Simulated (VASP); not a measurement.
# SrO (Fm-3m) in VASP: further runs

SrO is run at these levels: LDA, PBE; tasks: relaxation of cell and atoms, single point.

All numbers are computed with VASP 6.6.1; they aren't measurements. Logs are shortened: lines on timing, memory, paths and dates and some standing lists are left out, and cuts for length are marked.

**1. The cell of the first run**

The structure is cubic, space group Fm-3m (No. 225). The conventional cell has a = 5.133 Å, b = 5.133 Å, c = 5.133 Å, α = 90.00°, β = 90.00°, γ = 90.00°. Sr (site symmetry m-3m) has 6 O at 2.57 Å within 3.4 Å. O (site symmetry m-3m) has 6 Sr at 2.57 Å within 3.4 Å.

**2. Relaxation of cell and atoms, LDA**

The input, INCAR:

```
PREC = Accurate
ENCUT = 600
EDIFF = 1E-7
ISMEAR = -1
SIGMA = 0.05
LREAL = F
LASPH = T
NELM = 120
ALGO = Normal
ISIF = 3
LWAVE = F
LCHARG = F
GGA = CA
IBRION = 2
NSW = 60
EDIFFG = -0.01
GGA_COMPAT = F
NELMIN = 4
```

The input, KPOINTS:

```
regular mesh
0
Gamma
  9 9 9
```

The input, POSCAR:

```
SrO
1.0
    0.0000000000      2.5663000000      2.5663000000
    2.5663000000      0.0000000000      2.5663000000
    2.5663000000      2.5663000000      0.0000000000
Sr O
1 1
Direct
    0.5000000000      0.5000000000      0.5000000000
    0.0000000000      0.0000000000      0.0000000000
```

Potentials or basis: VASP PAW LDA potentials, release 64 (Sr_sv, O).

Command:

```
$ cat potpaw_LDA.64/Sr_sv/POTCAR potpaw_LDA.64/O/POTCAR > POTCAR
$ mpirun -np 1 vasp_std > vasp.out
```

OUTCAR:

```text
PREC = Accurate
   ENCUT = 600
   EDIFF = 1E-7
   ISMEAR = -1
   LREAL = F
   LASPH = T
   NELM = 120
   ISIF = 3
   GGA = CA
   IBRION = 2
   NSW = 60
   EDIFFG = -0.01
   NELMIN = 4

 ion  position               nearest neighbor table
   1  0.500  0.500  0.500-   2 2.57   2 2.57   2 2.57   2 2.57   2 2.57   2 2.57
   2  0.000  0.000  0.000-   1 2.57   1 2.57   1 2.57   1 2.57   1 2.57   1 2.57

  LATTYP: Found a face centered cubic cell.
 ALAT       =     5.1326000000

  Lattice vectors:

 A1 = (   0.0000000000,   2.5663000000,   2.5663000000)
 A2 = (   2.5663000000,   0.0000000000,   2.5663000000)
 A3 = (   2.5663000000,   2.5663000000,   0.0000000000)

Analysis of symmetry for initial positions (statically):
=====================================================================
 Subroutine PRICEL returns:
 Original cell was already a primitive cell.

 Routine SETGRP: Setting up the symmetry group for a
 face centered cubic supercell.

 Subroutine GETGRP returns: Found 48 space group operations
[... 9 lines left out ...]

 Routine SETGRP: Setting up the symmetry group for a
 face centered cubic supercell.

 Subroutine GETGRP returns: Found 48 space group operations
[... 11 lines left out ...]
                                     Primitive cell

  volume of cell :      33.8028

  direct lattice vectors                    reciprocal lattice vectors
     0.000000000  2.566300000  2.566300000    -0.194833028  0.194833028  0.194833028
     2.566300000  0.000000000  2.566300000     0.194833028 -0.194833028  0.194833028
     2.566300000  2.566300000  0.000000000     0.194833028  0.194833028 -0.194833028

  length of vectors
     3.629296265  3.629296265  3.629296265     0.337460704  0.337460704  0.337460704

  position of ions in fractional coordinates (direct lattice)
     0.500000000  0.500000000  0.500000000
     0.000000000  0.000000000  0.000000000

  ion indices of the primitive-cell ions
   primitive index   ion index
                 1           1
                 2           2

----------------------------------------------------------------------------------------

 KPOINTS: regular mesh

Automatic generation of k-mesh.
 Grid dimensions read from file:
 generate k-points for:    9    9    9

 Generating k-lattice:

  Cartesian coordinates                     Fractional coordinates (reciprocal lattice)
    -0.021648114  0.021648114  0.021648114     0.111111111  0.000000000  0.000000000
     0.021648114 -0.021648114  0.021648114     0.000000000  0.111111111  0.000000000
     0.021648114  0.021648114 -0.021648114     0.000000000  0.000000000  0.111111111

  Length of vectors
     0.037495634  0.037495634  0.037495634

  Shift w.r.t. Gamma in fractional coordinates (k-lattice)
     0.000000000  0.000000000  0.000000000

 Subroutine IBZKPT returns following result:
 ===========================================

 Found     35 irreducible k-points:

 Following reciprocal coordinates:
            Coordinates               Weight
  0.000000  0.000000  0.000000      1.000000
  0.111111  0.000000  0.000000      8.000000
  0.222222  0.000000  0.000000      8.000000
  0.333333  0.000000  0.000000      8.000000
  0.444444  0.000000  0.000000      8.000000
  0.111111  0.111111  0.000000      6.000000
[... 16 lines left out ...]
 -0.333333  0.333333  0.000000     12.000000
  0.444444  0.444444  0.000000      6.000000
 [... further k-points ...]
   k-points           NKPTS =     35   k-points in BZ     NKDIM =     35   number of bands    NBANDS=     12
   number of dos      NEDOS =    301   number of ions     NIONS =      2
   total plane-waves  NPLWV =  27000
   dimension x,y,z NGX =    30 NGY =   30 NGZ =   30
   dimension x,y,z NGXF=    60 NGYF=   60 NGZF=   60
   ions per type =               1   1
   NGX,Y,Z   is equivalent  to a cutoff of  13.74, 13.74, 13.74 a.u.
   NGXF,Y,Z  is equivalent  to a cutoff of  27.48, 27.48, 27.48 a.u.
 SYSTEM =  unknown system
   PREC   = accura    normal or accurate (medium, high low for compatibility)
   ISTART =      0    job   : 0-new  1-cont  2-samecut
   ICHARG =      2    charge: 1-file 2-atom 10-const
   ISPIN  =      1    spin polarized calculation?
   LNONCOLLINEAR =      F non collinear calculations
   LSORBIT =      F    spin-orbit coupling
   LASPH  =      T    aspherical Exc in radial PAW
   ENCUT  =  600.0 eV  44.10 Ry    6.64 a.u.   7.25  7.25  7.25*2*pi/ulx,y,z
   NELM   =    120;   NELMIN=  4; NELMDL= -5     # of ELM steps
   EDIFF  = 0.1E-06   stopping-criterion for ELM
   LREAL  =      F    real-space projection
   EDIFFG = -.1E-01   stopping-criterion for IOM
   NSW    =     60    number of steps for IOM
   IBRION =      2    ionic relax: 0-MD 1-quasi-New 2-CG
   NFREE  =      1    steps in history (QN), initial steepest desc. (CG)
   ISIF   =      3    stress and relaxation
   ISYM   =      2    0-nonsym 1-usesym 2-fastsym
   POTIM  = 0.5000    time-step for ionic-motion
   TEBEG  =    0.0;   TEEND  =   0.0 temperature during run
   PSTRESS=    0.0 pullay stress
   NELECT =      16.0000    total number of electrons
   NUPDOWN=      -1.0000    fix difference up-down
   EMIN   =  10.00;   EMAX   =-10.00  energy-range for DOS
   EFERMI =   0.00;   METHOD = LEGACY
   ISMEAR =    -1;   SIGMA  =   0.05  broadening in eV -4-tet -1-fermi 0-gaus
   EFERMI_NEDOS =   21; number of points for ismear=-14 and -15
   IALGO  =     38    algorithm
   IMIX   =      4    mixing-type and parameters
     AMIX     =   0.40;   BMIX     =  1.00
     AMIX_MAG =   1.60;   BMIX_MAG =  1.00
  volume/ion in A,a.u.               =      16.90       114.06
  Fermi-wavevector in a.u.,A,eV,Ry     =   1.275843  2.410995 22.147245  1.627777
  Thomas-Fermi vector in A             =   2.408533
   LORBIT       =      0    0 simple, 1 ext, 2 COOP (PROOUT), +10 PAW based schemes
   GGA     = CA    functional components
   LHFCALC =     F    Hartree Fock is set to
   AEXX    =    0.0000 exact exchange contribution
   IVDW    =     0    specifies the selected vdW correction
   LEPSILON=     F    determine dielectric tensor
   LRPA    =     F    only Hartree local field effects (RPA)
 conjugate gradient relaxation of ions
 non-spin polarized calculation
  energy-cutoff  :      600.00
  volume of cell :       33.80
 maximum number of plane-waves:      1147
 NGX is ok and might be reduce to    30
   NGX = 15   NGY = 15   NGZ = 15

--------------------------------------- Ionic step        1  -------------------------------------------

 number of electron      15.9999997 magnetization

 Free energy of the ion-electron system (eV)
  ---------------------------------------------------
  ext. energy  EPLUGINS =         0.00000000
  ---------------------------------------------------
  free energy    TOTEN  =       -13.37945008 eV

  energy without entropy =      -13.37945008  energy(sigma->0) =      -13.37945008

------------------------ aborting loop because EDIFF is reached ----------------------------------------

  FORCE on cell =-STRESS in cart. coord.  units (eV):
  Direction    XX          YY          ZZ          XY          YZ          ZX
  --------------------------------------------------------------------------------------
  -------------------------------------------------------------------------------------
  Total       -0.6805918     -0.6805918     -0.6805918      0.0000000     -0.0000000      0.0000000
  in kB      -32.2585614    -32.2585614    -32.2585614      0.0000000     -0.0000000      0.0000000
  external PRESSURE =     -32.2585614 kB  Pullay stress =       0.0000000 kB

 VOLUME and BASIS-vectors are now :
 -----------------------------------------------------------------------------
  energy-cutoff  :      600.00
  volume of cell :       33.80
      direct lattice vectors                 reciprocal lattice vectors
     0.000000000  2.566300000  2.566300000    -0.194833028  0.194833028  0.194833028
     2.566300000  0.000000000  2.566300000     0.194833028 -0.194833028  0.194833028
     2.566300000  2.566300000  0.000000000     0.194833028  0.194833028 -0.194833028

 POSITION                                       TOTAL-FORCE (eV/Angst)
 -----------------------------------------------------------------------------------
      2.56630      2.56630      2.56630         0.000000      0.000000     -0.000000
      0.00000      0.00000      0.00000         0.000000      0.000000      0.000000
 -----------------------------------------------------------------------------------
    total drift:                               -0.000000      0.000000      0.000000

  FREE ENERGIE OF THE ION-ELECTRON SYSTEM (eV)
  ---------------------------------------------------
  free  energy   TOTEN  =       -13.3794500781 eV
[... 17 lines left out ...]
 VOLUME and BASIS-vectors are now :
 -----------------------------------------------------------------------------
  energy-cutoff  :      600.00
  volume of cell :       32.17
      direct lattice vectors                 reciprocal lattice vectors
     0.000000000  2.524169627  2.524169627    -0.198084944  0.198084944  0.198084944
     2.524169627 -0.000000000  2.524169627     0.198084944 -0.198084944  0.198084944
     2.524169627  2.524169627  0.000000000     0.198084944  0.198084944 -0.198084944

 POSITION                                       TOTAL-FORCE (eV/Angst)
 -----------------------------------------------------------------------------------
      2.52417      2.52417      2.52417         0.000000     -0.000000      0.000000
      2.52417      2.52417      0.00000         0.000000      0.000000     -0.000000
 -----------------------------------------------------------------------------------
    total drift:                               -0.000000      0.000000      0.000000

  FREE ENERGIE OF THE ION-ELECTRON SYSTEM (eV)
  ---------------------------------------------------
  free  energy   TOTEN  =       -13.3882163740 eV

  energy  without entropy=      -13.3882163740  energy(sigma->0) =      -13.38821637

--------------------------------------- Ionic step        3  -------------------------------------------

 number of electron      15.9999998 magnetization

 Free energy of the ion-electron system (eV)
  ---------------------------------------------------
  ext. energy  EPLUGINS =         0.00000000
  ---------------------------------------------------
  free energy    TOTEN  =       -13.39102974 eV

  energy without entropy =      -13.39102974  energy(sigma->0) =      -13.39102974

 E-fermi :   2.5356     XC(G=0): -10.7116

 val. band max:        1.5358063506   @ k =   0.0000   0.0000   0.0000
 cond. band min:       4.6641582289   @ k =   0.4444   0.4444   0.0000
 fundamental gap:      3.1283518784
 Fermi energy:         2.5356081044

 k-point     1 :       0.0000    0.0000    0.0000
  band No.  band energies     occupation
      1     -30.4204      2.00000
      2     -13.2735      2.00000
      3     -12.1014      2.00000
      4     -12.1014      2.00000
      5     -12.1014      2.00000
      6       1.5358      2.00000
      7       1.5358      2.00000
      8       1.5358      2.00000
      9       5.6195      0.00000
     10       7.7215      0.00000
     11       7.7215      0.00000
     12       7.7215      0.00000

 k-point     2 :       0.1111    0.0000    0.0000
  band No.  band energies     occupation
      1     -30.4007      2.00000
      2     -13.6156      2.00000
      3     -12.1126      2.00000
      4     -12.1126      2.00000
      5     -11.8052      2.00000
      6       1.1413      2.00000
      7       1.3611      2.00000
      8       1.3611      2.00000
      9       6.2044      0.00000
     10       7.5832      0.00000
     11       7.9794      0.00000
     12       7.9794      0.00000
[... 301 lines left out ...]
 k-point    23 :      -0.3333    0.3333    0.0000
  band No.  band energies     occupation
      1     -30.2091      2.00000
      2     -14.3784      2.00000
      3     -12.9199      2.00000
      4     -12.3409      2.00000
      5     -11.3938      2.00000
      6       0.1409      2.00000
      7       0.6789      2.00000
      8       1.0903      2.00000
      9       7.1948      0.00000
     10       8.7859      0.00000
     11      10.7983      0.00000
     12      11.2915      0.00000

 k-point    24 :       0.4444    0.4444    0.0000
  band No.  band energies     occupation
      1     -30.2049      2.00000
      2     -13.6226      2.00000
      3     -12.8168      2.00000
      4     -12.5230      2.00000
      5     -12.5230      2.00000
      6       1.0608      2.00000
      7       1.4718      2.00000
      8       1.4718      2.00000
      9       4.6642      0.00000
     10       9.4632      0.00000
     11      11.9034      0.00000
     12      12.0753      0.00000

 [... further k-points ...]
[... 5 lines left out ...]
  --------------------------------------------------------------------------------------
  -------------------------------------------------------------------------------------
  Total        0.0001262      0.0001262      0.0001262     -0.0000000      0.0000000      0.0000000
  in kB        0.0061870      0.0061870      0.0061870     -0.0000000      0.0000000      0.0000000
  external PRESSURE =       0.0061870 kB  Pullay stress =       0.0000000 kB

 VOLUME and BASIS-vectors are now :
 -----------------------------------------------------------------------------
  energy-cutoff  :      600.00
  volume of cell :       32.69
      direct lattice vectors                 reciprocal lattice vectors
     0.000000000  2.537796411  2.537796411    -0.197021320  0.197021320  0.197021320
     2.537796411 -0.000000000  2.537796411     0.197021320 -0.197021320  0.197021320
     2.537796411  2.537796411  0.000000000     0.197021320  0.197021320 -0.197021320

 POSITION                                       TOTAL-FORCE (eV/Angst)
 -----------------------------------------------------------------------------------
      2.53780      2.53780      2.53780        -0.000000     -0.000000     -0.000000
      0.00000      0.00000      0.00000         0.000000      0.000000      0.000000
 -----------------------------------------------------------------------------------
    total drift:                               -0.000000      0.000000      0.000000

  FREE ENERGIE OF THE ION-ELECTRON SYSTEM (eV)
  ---------------------------------------------------
  free  energy   TOTEN  =       -13.3910297449 eV

  energy  without entropy=      -13.3910297448  energy(sigma->0) =      -13.39102974

 reached required accuracy - stopping structural energy minimisation
```

Run time: 36 s. Hardware: 1 thread of Intel Xeon Platinum 8375C at 2.90GHz (Ice Lake), shared host; peak memory 0.17 GiB.

Results:

| Quantity | Value |
| --- | --- |
| Free energy | -13.3910 eV |
| Relaxed volume | 16.34 Å³/atom |
| Relaxed cell | a = 3.589 Å, b = 3.589 Å, c = 3.589 Å, α = 60.00°, β = 60.00°, γ = 60.00° |
| Space group after relaxing (to 0.05 Å) | Fm-3m (No. 225) |
| Energy gained by relaxing | 5.8 meV/atom |
| Ionic steps | 3 |
| Pressure after relaxing | 0.0 GPa |
| Band gap on the k mesh | 3.13 eV, indirect (least direct gap 3.19 eV) |

Step by step:
```
step  energy change (eV)  largest force (eV/Å)  pressure (GPa)  volume (Å³)
   1              0.0000                0.0000           -3.23        33.80
   2             -0.0088                0.0000            1.75        32.17
   3             -0.0116                0.0000            0.00        32.69
```

Final structure:
```cif
data_structure
_symmetry_space_group_name_H-M 'P 1'
_symmetry_Int_Tables_number 1
_cell_length_a 3.5890
_cell_length_b 3.5890
_cell_length_c 3.5890
_cell_angle_alpha 60.000
_cell_angle_beta 60.000
_cell_angle_gamma 60.000
_cell_volume 32.69
loop_
_atom_site_label
_atom_site_type_symbol
_atom_site_fract_x
_atom_site_fract_y
_atom_site_fract_z
_atom_site_occupancy
Sr1 Sr 0.50000 0.50000 0.50000 1
O1 O 0.00000 0.00000 0.00000 1
```

**3. Single point, PBE, non-collinear spin, zero start, spin-orbit coupling**

The input, INCAR:

```
SYSTEM = SrO
PREC = Accurate ; ENCUT = 600
EDIFF = 1E-6 ; ISMEAR = -1
SIGMA = 0.05 ; LREAL = .FALSE.
LASPH = .TRUE. ; NELM = 200
ALGO = Normal ; ISIF = 2
LWAVE = .FALSE. ; LCHARG = .FALSE.
MAGMOM = 0 0 0 0 0 0 ; LORBIT = 11
LSORBIT = .TRUE. ; GGA_COMPAT = .FALSE.
LORBMOM = .TRUE. ; GGA = PE
NBANDS = 28
```

The input, KPOINTS:

```
regular mesh
0
G
  7 7 7
  0 0 0
```

POSCAR is that of step 2.

Potentials or basis: VASP PAW PBE potentials, release 64 (Sr_sv, O).

Command:

```
$ cat potpaw_PBE.64/Sr_sv/POTCAR potpaw_PBE.64/O/POTCAR > POTCAR
$ mpirun -np 1 vasp_ncl > vasp.out
```

It took 50 s on 1 thread of Intel Xeon Platinum 8375C at 2.90GHz (Ice Lake), shared host; peak memory 0.29 GiB.

Results (log left out):

- Free energy: -12.1259 eV
- Pressure: 3.8 GPa
- Net moment: 0.00 μB per cell
- Valence electrons inside the program's atomic spheres: Sr 8.12; O 4.98

Moments on the atoms (μB; x, y, z):
```
Sr  0.00 0.00 0.00
O   0.00 0.00 0.00
```

**4. Single point, LDA, non-collinear spin, zero start, spin-orbit coupling**

The input, INCAR:

```
PREC = Accurate
ENCUT = 600
EDIFF = 1E-6
ISMEAR = -1
SIGMA = 0.05
LREAL = False
LASPH = True
NELM = 200
ALGO = Normal
ISIF = 2
LWAVE = False
LCHARG = True
MAGMOM = 0 0 0 0 0 0
LORBIT = 11
LSORBIT = True
GGA_COMPAT = False
LORBMOM = True
LVHAR = True
NBANDS = 28
```

The input, KPOINTS:

```
regular mesh
0
Gamma
  7 7 7
```

POSCAR is that of step 3.

Potentials or basis: VASP PAW LDA potentials, release 64 (Sr_sv, O).

Command:

```
$ cat potpaw_LDA.64/Sr_sv/POTCAR potpaw_LDA.64/O/POTCAR > POTCAR
$ mpirun -np 1 vasp_ncl > vasp.out
```

It took 43 s on 1 thread of Intel Xeon Platinum 8375C at 2.90GHz (Ice Lake), shared host; peak memory 0.24 GiB.

The run converged. Its results:

```yaml
Free_energy: -13.4768 eV
Pressure: -3.3 GPa
Net_moment: 0.00 μB per cell
Valence_electrons_inside_the_program's_atomic_spheres: Sr 8.12; O 4.94
```

Moments on the atoms (μB; x, y, z):
```
Sr  0.00 0.00 0.00
O   0.00 0.00 0.00
```

**5. Overview**

```csv
task,level,potentials or basis,spin,cell,k mesh,pressure (GPa),moment (μB)
relaxation of cell and atoms,LDA,"VASP PAW LDA potentials, release 64 (Sr_sv, O)",off,relaxed,9 × 9 × 9,0.0,-
single point,PBE,"VASP PAW PBE potentials, release 64 (Sr_sv, O)","non-collinear, zero start, SOC",as given,7 × 7 × 7,3.8,0.00
single point,LDA,"VASP PAW LDA potentials, release 64 (Sr_sv, O)","non-collinear, zero start, SOC",as given,7 × 7 × 7,-3.3,0.00
```

Alike in all rows: cutoff (eV) 600; smearing fermi-dirac 0.05 eV.

Total energies depend on the potentials used, so only differences within one code and one set of settings carry meaning.
